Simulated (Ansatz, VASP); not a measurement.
Ga in VASP and in Ansatz

```
Ga
1.0
     1.45000   -4.06500    0.00000
     1.45000    4.06500    0.00000
     0.00000    0.00000    3.17000
Ga
2
Direct
  0.86414 0.13586 0.25000
  0.13586 0.86414 0.75000
```

Alike in both runs: functional PBEsol; k mesh 16 × 16 × 14; occupations gaussian, width 0.1 eV; no spin polarisation.

Ansatz relaxed the structure, and its values are those at the end. VASP's run is a single point on that final structure, the one shown.

```csv
,VASP,Ansatz
version,VASP 6.6.1,Ansatz 0.2.0
potentials or method,"VASP PAW PBE potentials, release 64 (Ga_d), cutoff 520 eV","scalar-relativistic, plane waves, PAW"
valence electrons in the cell,26,26
```

|  | VASP | Ansatz | Ansatz less VASP |
| --- | --- | --- | --- |
| gap on the k mesh at the Fermi level (eV) | none | none | - |
| pressure (GPa) | -1.9 | -1.9 | -0.01 |

VASP's potentials were made for PBE, not for PBEsol. A gap of «none» marks a metal or a gap that the smearing closes. Ansatz's warnings: stress scf threshold loose.
